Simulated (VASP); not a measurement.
# BN (P6_3/mmc) in VASP: phonons with PBE+D3(BJ)

Aim: the phonons of BN with PBE+D3(BJ).

Program: VASP 6.6.1. These are calculated values, not measurements. Logs are shortened: lines on timing, memory, paths and dates and some standing lists are left out, and cuts for length are marked.

**1. The cell of the first run**

Symmetry: P6_3/mmc, No. 194, hexagonal system. The conventional cell has a = 2.506 Å, b = 2.506 Å, c = 6.614 Å, α = 90.00°, β = 90.00°, γ = 120.00°. B (site symmetry -6m2) has 3 N at 1.45 Å within 1.9 Å. Within 1.9 Å of N (site symmetry -6m2) lie 3 B at 1.45 Å.

**2. Phonons, PBE+D3(BJ)**

Input file INCAR:

```
SYSTEM = BN
PREC = Accurate ; ENCUT = 520
EDIFF = 1E-8 ; ISMEAR = 0
SIGMA = 0.01 ; LREAL = .FALSE.
LASPH = .TRUE. ; NELM = 60
ALGO = Normal ; ISIF = 2
LWAVE = .FALSE. ; LCHARG = .TRUE.
GGA = PE ; IVDW = 12
NBANDS = 16 ; IBRION = 6
NFREE = 2 ; POTIM = 0.015
NSW = 1
```

Input file KPOINTS:

```
regular mesh
0
G
  12 12 4
  0 0 0
```

Input file POSCAR:

```
BN
1.0
    2.5064254127      0.0000000000      0.0000000000
   -1.2532127064      2.1706280801      0.0000000000
    0.0000000000      0.0000000000      6.6141238871
B N
2 2
Direct
    0.3333333333      0.6666666667      0.2500000000
    0.6666666667      0.3333333333      0.7500000000
    0.3333333333      0.6666666667      0.7500000000
    0.6666666667      0.3333333333      0.2500000000
```

Potentials or basis: VASP PAW PBE potentials, release 64 (B, N).

Started as:

```sh
> cat potpaw_PBE.64/B/POTCAR potpaw_PBE.64/N/POTCAR > POTCAR
> mpirun -np 1 vasp_std > vasp.out
```

OUTCAR:

```text
SYSTEM = BN
   PREC = Accurate
   ENCUT = 520
   EDIFF = 1E-8
   ISMEAR = 0
   LREAL = .FALSE.
   LASPH = .TRUE.
   NELM = 60
   ISIF = 2
   GGA = PE
   IVDW = 12
   IBRION = 6
   NFREE = 2
   POTIM = 0.015
   NSW = 1
 IVDW          = 12

 ion  position               nearest neighbor table
   1  0.333  0.667  0.250-   4 1.45   4 1.45   4 1.45
   2  0.667  0.333  0.750-   3 1.45   3 1.45   3 1.45
   3  0.333  0.667  0.750-   2 1.45   2 1.45   2 1.45
   4  0.667  0.333  0.250-   1 1.45   1 1.45   1 1.45

  LATTYP: Found a hexagonal cell.
 ALAT       =     2.5064254127
 C/A-ratio  =     2.6388672304

  Lattice vectors:

 A1 = (   2.5064254127,   0.0000000000,   0.0000000000)
 A2 = (  -1.2532127064,   2.1706280801,   0.0000000000)
 A3 = (   0.0000000000,   0.0000000000,   6.6141238871)

Analysis of symmetry for initial positions (statically):
=====================================================================
 Subroutine PRICEL returns:
 Original cell was already a primitive cell.

 Routine SETGRP: Setting up the symmetry group for a
 hexagonal supercell.

 Subroutine GETGRP returns: Found 24 space group operations
 (whereof 12 operations were pure point group operations)
 out of a pool of 24 trial point group operations.

The static configuration has the point symmetry D_3d.
 The point group associated with its full space group is D_6h.

Analysis of symmetry for dynamics (positions and initial velocities):
=====================================================================
 Subroutine PRICEL returns:
 Original cell was already a primitive cell.

 Routine SETGRP: Setting up the symmetry group for a
 hexagonal supercell.

 Subroutine GETGRP returns: Found 24 space group operations
 (whereof 12 operations were pure point group operations)
 out of a pool of 24 trial point group operations.

The dynamic configuration has the point symmetry D_3d.
 The point group associated with its full space group is D_6h.

 Subroutine INISYM returns: Found 24 space group operations
 (whereof 12 operations are pure point group operations),
 and found     1 'primitive' translations

----------------------------------------------------------------------------------------

                                     Primitive cell

  volume of cell :      35.9843

  direct lattice vectors                    reciprocal lattice vectors
     2.506425413  0.000000000  0.000000000     0.398974569  0.230348075  0.000000000
    -1.253212706  2.170628080  0.000000000     0.000000000  0.460696150  0.000000000
     0.000000000  0.000000000  6.614123887     0.000000000  0.000000000  0.151191604

  length of vectors
     2.506425413  2.506425413  6.614123887     0.460696150  0.460696150  0.151191604

  position of ions in fractional coordinates (direct lattice)
     0.333333333  0.666666667  0.250000000
     0.666666667  0.333333333  0.750000000
     0.333333333  0.666666667  0.750000000
     0.666666667  0.333333333  0.250000000

  ion indices of the primitive-cell ions
   primitive index   ion index
                 1           1
                 2           2
                 3           3
                 4           4

----------------------------------------------------------------------------------------

 KPOINTS: regular mesh

Automatic generation of k-mesh.
 Grid dimensions read from file:
 generate k-points for:   12   12    4

 Generating k-lattice:

  Cartesian coordinates                     Fractional coordinates (reciprocal lattice)
[... 22 lines left out ...]
  0.416667  0.000000  0.000000      6.000000
[... 16 lines left out ...]
  0.250000  0.000000  0.250000     12.000000
  0.333333  0.000000  0.250000     12.000000
 [... further k-points ...]
   k-points           NKPTS =     57   k-points in BZ     NKDIM =     57   number of bands    NBANDS=     16
   number of dos      NEDOS =    301   number of ions     NIONS =      4
   total plane-waves  NPLWV =  20000
   dimension x,y,z NGX =    20 NGY =   20 NGZ =   50
   dimension x,y,z NGXF=    40 NGYF=   40 NGZF=  100
   ions per type =               2   2
   NGX,Y,Z   is equivalent  to a cutoff of  13.27, 13.27, 12.57 a.u.
   NGXF,Y,Z  is equivalent  to a cutoff of  26.53, 26.53, 25.13 a.u.
 SYSTEM =  BN
   PREC   = accura    normal or accurate (medium, high low for compatibility)
   ISTART =      0    job   : 0-new  1-cont  2-samecut
   ICHARG =      2    charge: 1-file 2-atom 10-const
   ISPIN  =      1    spin polarized calculation?
   LNONCOLLINEAR =      F non collinear calculations
   LSORBIT =      F    spin-orbit coupling
   LASPH  =      T    aspherical Exc in radial PAW
   ENCUT  =  520.0 eV  38.22 Ry    6.18 a.u.   4.66  4.66 12.30*2*pi/ulx,y,z
   NELM   =     60;   NELMIN=  2; NELMDL= -5     # of ELM steps
   EDIFF  = 0.1E-07   stopping-criterion for ELM
   LREAL  =      F    real-space projection
   EDIFFG = 0.1E-06   stopping-criterion for IOM
   NSW    =     85    number of steps for IOM
   IBRION =      6    ionic relax: 0-MD 1-quasi-New 2-CG
   NFREE  =      2    steps in history (QN), initial steepest desc. (CG)
   ISIF   =      2    stress and relaxation
   ISYM   =      2    0-nonsym 1-usesym 2-fastsym
   POTIM  = 0.0150    time-step for ionic-motion
   TEBEG  =    0.0;   TEEND  =   0.0 temperature during run
   PSTRESS=    0.0 pullay stress
   NELECT =      16.0000    total number of electrons
   NUPDOWN=      -1.0000    fix difference up-down
   EMIN   =  10.00;   EMAX   =-10.00  energy-range for DOS
   EFERMI =   0.00;   METHOD = LEGACY
   ISMEAR =     0;   SIGMA  =   0.01  broadening in eV -4-tet -1-fermi 0-gaus
   EFERMI_NEDOS =   21; number of points for ismear=-14 and -15
   IALGO  =     38    algorithm
   IMIX   =      4    mixing-type and parameters
     AMIX     =   0.40;   BMIX     =  1.00
     AMIX_MAG =   1.60;   BMIX_MAG =  1.00
  volume/ion in A,a.u.               =       9.00        60.71
  Fermi-wavevector in a.u.,A,eV,Ry     =   1.249522  2.361255 21.242855  1.561306
  Thomas-Fermi vector in A             =   2.383559
   LORBIT       =      0    0 simple, 1 ext, 2 COOP (PROOUT), +10 PAW based schemes
   GGA     = PE    functional components
   LHFCALC =     F    Hartree Fock is set to
   AEXX    =    0.0000 exact exchange contribution
   IVDW    =    12    specifies the selected vdW correction
   LEPSILON=     F    determine dielectric tensor
   LRPA    =     F    only Hartree local field effects (RPA)
 finite differences with symmetry
 non-spin polarized calculation
 Gauss-broadening in eV      SIGMA  =   0.01
  energy-cutoff  :      520.00
  volume of cell :       35.98
 maximum number of plane-waves:       992
 NGX is ok and might be reduce to    20
   NGX =  9   NGY =  9   NGZ = 25

--------------------------------------- Ionic step        1  -------------------------------------------

 number of electron      15.9999997 magnetization

 Free energy of the ion-electron system (eV)
  ---------------------------------------------------
  ext. energy  EPLUGINS =         0.00000000
  ---------------------------------------------------
  free energy    TOTEN  =       -35.15148344 eV

  energy without entropy =      -35.15148344  energy(sigma->0) =      -35.15148344

------------------------ aborting loop because EDIFF is reached ----------------------------------------

 Edisp (eV)   -0.56621

 E8    (eV) :    -0.1659
[... 327 lines left out ...]
--------------------------------------- Ionic step        9  -------------------------------------------

 number of electron      15.9999998 magnetization

 Free energy of the ion-electron system (eV)
  ---------------------------------------------------
  ext. energy  EPLUGINS =         0.00000000
  ---------------------------------------------------
  free energy    TOTEN  =       -35.14994988 eV

  energy without entropy =      -35.14994988  energy(sigma->0) =      -35.14994988

 E-fermi :   2.4274     XC(G=0): -10.0903

 val. band max:        2.2922925167   @ k =   0.3333   0.3333   0.5000
 cond. band min:       6.5576916861   @ k =   0.5000   0.0000   0.0000
 fundamental gap:      4.2653991694
 Fermi energy:         2.4273737535

 k-point     1 :       0.0000    0.0000    0.0000
  band No.  band energies     occupation
      1     -15.4926      2.00000
      2     -15.1889      2.00000
      3      -3.9239      2.00000
      4      -1.7547      2.00000
      5       0.9595      2.00000
      6       0.9595      2.00000
[... 433 lines left out ...]
      3      -4.5881      2.00000
      4      -4.5274      2.00000
      5      -1.2825      2.00000
      6      -1.2371      2.00000
[... 8 lines left out ...]
     15      19.0970      0.00000
     16      20.8221      0.00000

 [... further k-points ...]

------------------------ aborting loop because EDIFF is reached ----------------------------------------

 Edisp (eV)   -0.56622

 E8    (eV) :    -0.1659
[... 27 lines left out ...]
  FREE ENERGIE OF THE ION-ELECTRON SYSTEM (eV)
  ---------------------------------------------------
  free  energy   TOTEN  =       -35.7161653243 eV

  energy  without entropy=      -35.7161653243  energy(sigma->0) =      -35.71616532

 INTERNAL STRAIN TENSORS FROM DISPLACED ATOMS
 ============================================

 INTERNAL STRAIN TENSOR FOR ION    1 for displacements in x,y,z  (eV/Angst):
          X           Y           Z          XY          YZ          ZX
  --------------------------------------------------------------------------------
  x     0.00000    -0.00000    -0.00000   -12.33782     0.00000     0.00000
  y   -12.33782    12.33782     0.00000    -0.00000     0.00000     0.00000
  z     0.00000     0.00000     0.00000    -0.00000     0.00000    -0.00000

 INTERNAL STRAIN TENSOR FOR ION    4 for displacements in x,y,z  (eV/Angst):
          X           Y           Z          XY          YZ          ZX
  --------------------------------------------------------------------------------
  x    -0.00000     0.00000    -0.00000    12.51269     0.00000     0.00000
  y    12.51269   -12.51269     0.00000     0.00000     0.00000     0.00000
  z     0.00000     0.00000     0.00000     0.00000    -0.00000     0.00000

 Eigenvectors and eigenvalues of the dynamical matrix
 ----------------------------------------------------

   1 f  =   40.535486 THz   254.691971 2PiTHz 1352.118278 cm-1   167.641225 meV
             X         Y         Z           dx          dy          dz
     -0.000000  1.447085  1.653531     0.333182   -0.413682    0.000000
      1.253213  0.723543  4.960593     0.333182   -0.413682    0.000000
     -0.000000  1.447085  4.960593    -0.292774    0.363511    0.000000
      1.253213  0.723543  1.653531    -0.292774    0.363511    0.000000
[... 71 lines left out ...]
  12 f/i=    0.002244 THz     0.014101 2PiTHz    0.074858 cm-1     0.009281 meV
             X         Y         Z           dx          dy          dz
     -0.000000  1.447085  1.653531    -0.000000    0.000000    0.466699
      1.253213  0.723543  4.960593    -0.000000    0.000000    0.466699
     -0.000000  1.447085  4.960593    -0.000000    0.000000    0.531217
      1.253213  0.723543  1.653531    -0.000000    0.000000    0.531217

 ELASTIC MODULI CONTR FROM IONIC RELAXATION (kBar)
 Direction    XX          YY          ZZ          XY          YZ          ZX
 --------------------------------------------------------------------------------
 XX        -346.3320    346.3320     -0.0000      0.0000      0.0000      0.0000
 YY         346.3320   -346.3320      0.0000      0.0000     -0.0000     -0.0000
 ZZ          -0.0000      0.0000     -0.0000      0.0000      0.0000      0.0000
 XY           0.0000      0.0000      0.0000   -346.3320     -0.0000     -0.0000
 YZ           0.0000     -0.0000      0.0000     -0.0000     -0.0000     -0.0000
 ZX           0.0000     -0.0000      0.0000     -0.0000     -0.0000     -0.0000
 --------------------------------------------------------------------------------
```

Run time: 4.4 min. Hardware: 1 thread of AMD EPYC 7R13 (Zen 3), shared host; peak memory 0.3 GiB.

Results:

| Quantity | Value |
| --- | --- |
| Highest phonon frequency at Γ, LO-TO splitting left out | 1352 cm⁻¹ |
| Dispersion energy per atom | -0.142 eV |

Phonon frequencies in cm⁻¹ (negative: imaginary):
```tsv
q point	frequencies
(0.000, 0.000, 0.000)	0 0 0 46 46 119 744 796 1352 1352 1352 1352
```
